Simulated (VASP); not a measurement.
# TiO (P6_3/mmc) in VASP: single point with r2SCAN

Aim: the single point of TiO with r2SCAN.

All numbers are computed with VASP 6.6.1; they aren't measurements. Logs are shortened: lines on timing, memory, paths and dates and some standing lists are left out, and cuts for length are marked.

## Step 1: The cell of the first run

The structure is hexagonal, space group P6_3/mmc (No. 194). Conventional cell: a = 2.826 Å, b = 2.826 Å, c = 5.541 Å, α = 90.00°, β = 90.00°, γ = 120.00°. Within 2.9 Å of Ti (site symmetry -6m2) lie 6 O at 2.14 Å and 6 Ti at 2.83 Å. O (site symmetry -3m) has 6 Ti at 2.14 Å and 8 O at 2.77 to 2.83 Å within 2.9 Å.

## Step 2: Single point, r2SCAN

Contents of POSCAR:

```
TiO
1.0
    2.8263326894      0.0000000000      0.0000000000
   -1.4131663447      2.4476759085      0.0000000000
    0.0000000000      0.0000000000      5.5411476881
Ti O
2 2
Direct
    0.3333333333      0.6666666667      0.2500000000
    0.6666666667      0.3333333333      0.7500000000
    0.0000000000      0.0000000000      0.0000000000
    0.0000000000      0.0000000000      0.5000000000
```

Contents of INCAR.step1:

```
  ALGO = Normal
  EDIFF = 1E-5
  ENCUT = 910
  GGA = PE
  GGA_COMPAT = False
  ISMEAR = 0
  LASPH = True
  LCHARG = False
  LREAL = False
  LWAVE = True
  NBANDS = 26
  NELM = 120
  PREC = Accurate
  SIGMA = 0.1
```

Contents of INCAR.step2:

```
  ALGO = Normal
  EDIFF = 1E-6
  ENCUT = 910
  GGA_COMPAT = False
  ISIF = 2
  ISMEAR = 0
  ISTART = 1
  LASPH = True
  LCHARG = False
  LMIXTAU = True
  LREAL = False
  LWAVE = False
  METAGGA = R2SCAN
  NBANDS = 26
  NELM = 120
  PREC = Accurate
  SIGMA = 0.1
```

Contents of KPOINTS:

```
k-points
0
Gamma
  18 18 8
```

Potentials or basis: VASP PAW PBE potentials, release 64 (Ti_sv, O_h).

On the command line:

```sh
$ cat potpaw_PBE.64/Ti_sv/POTCAR potpaw_PBE.64/O_h/POTCAR > POTCAR
$ cp INCAR.step1 INCAR
$ mpirun -np 1 vasp_std > vasp.out
$ cp INCAR.step2 INCAR
$ mpirun -np 1 vasp_std > vasp.out
```

OUTCAR:

```text
EDIFF = 1E-6
   ENCUT = 910
   ISIF = 2
   ISMEAR = 0
   ISTART = 1
   LASPH = True
   LREAL = False
   METAGGA = R2SCAN
   NELM = 120
   PREC = Accurate

 ion  position               nearest neighbor table
   1  0.333  0.667  0.250-   3 2.14   4 2.14   3 2.14   4 2.14   3 2.14   4 2.14
   2  0.667  0.333  0.750-   3 2.14   4 2.14   3 2.14   4 2.14   3 2.14   4 2.14
   3  0.000  0.000  0.000-   1 2.14   2 2.14   1 2.14   2 2.14   2 2.14   1 2.14
   4  0.000  0.000  0.500-   1 2.14   2 2.14   1 2.14   2 2.14   2 2.14   1 2.14

  LATTYP: Found a hexagonal cell.
 ALAT       =     2.8263326894
 C/A-ratio  =     1.9605433249

  Lattice vectors:

 A1 = (   2.8263326894,   0.0000000000,   0.0000000000)
 A2 = (  -1.4131663447,   2.4476759085,   0.0000000000)
 A3 = (   0.0000000000,   0.0000000000,   5.5411476881)

Analysis of symmetry for initial positions (statically):
=====================================================================
 Subroutine PRICEL returns:
 Original cell was already a primitive cell.

 Routine SETGRP: Setting up the symmetry group for a
 hexagonal supercell.

 Subroutine GETGRP returns: Found 24 space group operations
 (whereof 12 operations were pure point group operations)
 out of a pool of 24 trial point group operations.

The static configuration has the point symmetry D_3d.
 The point group associated with its full space group is D_6h.

Analysis of symmetry for dynamics (positions and initial velocities):
=====================================================================
 Subroutine PRICEL returns:
 Original cell was already a primitive cell.

 Routine SETGRP: Setting up the symmetry group for a
 hexagonal supercell.

 Subroutine GETGRP returns: Found 24 space group operations
 (whereof 12 operations were pure point group operations)
 out of a pool of 24 trial point group operations.

The dynamic configuration has the point symmetry D_3d.
 The point group associated with its full space group is D_6h.

 Subroutine INISYM returns: Found 24 space group operations
 (whereof 12 operations are pure point group operations),
 and found     1 'primitive' translations

----------------------------------------------------------------------------------------

                                     Primitive cell

  volume of cell :      38.3334

[... 85 lines left out ...]
   ICHARG =      0    charge: 1-file 2-atom 10-const
   ISPIN  =      1    spin polarized calculation?
   LNONCOLLINEAR =      F non collinear calculations
   LSORBIT =      F    spin-orbit coupling
   LASPH  =      T    aspherical Exc in radial PAW
   ENCUT  =  910.0 eV  66.88 Ry    8.18 a.u.   6.95  6.95 13.63*2*pi/ulx,y,z
   NELM   =    120;   NELMIN=  2; NELMDL=  0     # of ELM steps
   EDIFF  = 0.1E-05   stopping-criterion for ELM
   LREAL  =      F    real-space projection
   EDIFFG = 0.1E-04   stopping-criterion for IOM
   NSW    =      0    number of steps for IOM
   IBRION =     -1    ionic relax: 0-MD 1-quasi-New 2-CG
   NFREE  =      0    steps in history (QN), initial steepest desc. (CG)
   ISIF   =      2    stress and relaxation
   ISYM   =      2    0-nonsym 1-usesym 2-fastsym
   POTIM  = 0.5000    time-step for ionic-motion
   TEBEG  =    0.0;   TEEND  =   0.0 temperature during run
   PSTRESS=    0.0 pullay stress
   NELECT =      36.0000    total number of electrons
   NUPDOWN=      -1.0000    fix difference up-down
   EMIN   =  10.00;   EMAX   =-10.00  energy-range for DOS
   EFERMI =   0.00;   METHOD = LEGACY
   ISMEAR =     0;   SIGMA  =   0.10  broadening in eV -4-tet -1-fermi 0-gaus
   EFERMI_NEDOS =   21; number of points for ismear=-14 and -15
   IALGO  =     38    algorithm
   IMIX   =      4    mixing-type and parameters
     AMIX     =   0.40;   BMIX     =  1.00
     AMIX_MAG =   1.60;   BMIX_MAG =  1.00
  volume/ion in A,a.u.               =       9.58        64.67
  Fermi-wavevector in a.u.,A,eV,Ry     =   1.603184  3.029578 34.969678  2.570199
  Thomas-Fermi vector in A             =   2.699887
   LORBIT       =      0    0 simple, 1 ext, 2 COOP (PROOUT), +10 PAW based schemes
   METAGGA = R2SCAN    functional components
   LHFCALC =     F    Hartree Fock is set to
   AEXX    =    0.0000 exact exchange contribution
   IVDW    =     0    specifies the selected vdW correction
   LEPSILON=     F    determine dielectric tensor
   LRPA    =     F    only Hartree local field effects (RPA)
 non-spin polarized calculation
 Gauss-broadening in eV      SIGMA  =   0.10
  energy-cutoff  :      910.00
  volume of cell :       38.33
 maximum number of plane-waves:      2408
 NGX is ok and might be reduce to    28
   NGX = 13   NGY = 13   NGZ = 27

 number of electron      36.0000005 magnetization

 Free energy of the ion-electron system (eV)
  ---------------------------------------------------
  ext. energy  EPLUGINS =         0.00000000
  ---------------------------------------------------
  free energy    TOTEN  =       -48.67014352 eV

  energy without entropy =      -48.66856634  energy(sigma->0) =      -48.66935493

 E-fermi :  12.0404     XC(G=0): -13.7385

 val. band max:       12.0290287883   @ k =   0.0000   0.0000   0.0000
 cond. band min:      12.0907336218   @ k =   0.0556   0.0000   0.1250
 fundamental gap:      0.0617048335
 Fermi energy:        12.0404088593

 k-point     1 :       0.0000    0.0000    0.0000
  band No.  band energies     occupation
      1     -48.1124      2.00000
      2     -48.0656      2.00000
      3     -23.8355      2.00000
      4     -23.3115      2.00000
      5     -22.9221      2.00000
      6     -22.9221      2.00000
[... 685 lines left out ...]
     25      15.7573      0.00000
     26      15.9375      0.00000

 [... further k-points ...]
[... 5 lines left out ...]
  --------------------------------------------------------------------------------------
  -------------------------------------------------------------------------------------
  Total        0.3411668      0.3411668      0.4550485      0.0000000      0.0000000     -0.0000000
  in kB       14.2593727     14.2593727     19.0191602      0.0000000      0.0000000     -0.0000000
  external PRESSURE =      15.8459685 kB  Pullay stress =       0.0000000 kB

 VOLUME and BASIS-vectors are now :
 -----------------------------------------------------------------------------
  energy-cutoff  :      910.00
  volume of cell :       38.33
      direct lattice vectors                 reciprocal lattice vectors
     2.826332689  0.000000000  0.000000000     0.353815389  0.204275410  0.000000000
    -1.413166345  2.447675908  0.000000000     0.000000000  0.408550820  0.000000000
     0.000000000  0.000000000  5.541147688     0.000000000  0.000000000  0.180468029

 POSITION                                       TOTAL-FORCE (eV/Angst)
 -----------------------------------------------------------------------------------
     -0.00000      1.63178      1.38529        -0.000000      0.000000      0.000000
      1.41317      0.81589      4.15586         0.000000     -0.000000      0.000000
      0.00000      0.00000      0.00000         0.000000      0.000000      0.000000
      0.00000      0.00000      2.77057         0.000000      0.000000      0.000000
 -----------------------------------------------------------------------------------
    total drift:                               -0.000000      0.000000     -0.000000

  FREE ENERGIE OF THE ION-ELECTRON SYSTEM (eV)
  ---------------------------------------------------
  free  energy   TOTEN  =       -48.6701435232 eV

  energy  without entropy=      -48.6685663390  energy(sigma->0) =      -48.66935493
```

OUTCAR.step1:

```text
EDIFF = 1E-5
   ENCUT = 910
   GGA = PE
   ISMEAR = 0
[... 928 lines left out ...]
     -0.00000      1.63178      1.38529         0.000000     -0.000000      0.000000
      1.41317      0.81589      4.15586        -0.000000      0.000000      0.000000
      0.00000      0.00000      0.00000        -0.000000     -0.000000      0.000000
      0.00000      0.00000      2.77057        -0.000000     -0.000000      0.000000
 -----------------------------------------------------------------------------------
    total drift:                               -0.000000      0.000000     -0.000000

  FREE ENERGIE OF THE ION-ELECTRON SYSTEM (eV)
  ---------------------------------------------------
  free  energy   TOTEN  =       -35.3226969907 eV

  energy  without entropy=      -35.3195111208  energy(sigma->0) =      -35.32110406
```

Run time: 18 min. Hardware: 1 thread of Intel Xeon 6975P-C (Granite Rapids), shared host; peak memory 0.47 GiB.

What came out:

* Free energy: -48.6701 eV
* Pressure: 1.6 GPa
* Band gap on the k mesh: zero (bands 18 and 19 overlap by 0.04 eV)

Stress tensor (GPa, compression positive):
```
1.43 0.00 0.00
0.00 1.43 0.00
0.00 0.00 1.90
```

Caveat: the PAW data sets were made with another functional, which shifts forces and pressure a little; semilocal functionals often make such compounds metallic where correlation or magnetic order opens a gap, which also shifts bond lengths.

The gap in the log of VASP goes by the Fermi energy; the results here count the filled bands.